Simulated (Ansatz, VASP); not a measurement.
**Two plane-wave programs on Si**

```xyz
2
Lattice="4.1209 0.0000 0.0000 -2.0605 3.5688 0.0000 0.0000 0.0000 2.6548" Properties=species:S:1:pos:R:3 pbc="T T T"
Si    0.0000    2.3792    1.3274
Si    2.0605    1.1896    1.3274
```

Alike in both runs: task single point; functional PBE; k mesh 15 × 15 × 20; occupations gaussian, width 0.1 eV; no spin polarisation.

|  | VASP | Ansatz |
| --- | --- | --- |
| version | VASP 6.6.1 | Ansatz 0.2.0 |
| potentials or method | VASP PAW PBE potentials, release 64 (Si), cutoff 520 eV | scalar-relativistic, plane waves, PAW |
| valence electrons in the cell | 8 | 8 |

|  | VASP | Ansatz | Ansatz less VASP |
| --- | --- | --- | --- |
| gap on the k mesh at the Fermi level (eV) | none | none | - |
| pressure (GPa) | -0.1 | 0.0 | +0.06 |

A gap of «none» marks a metal or a gap that the smearing closes.
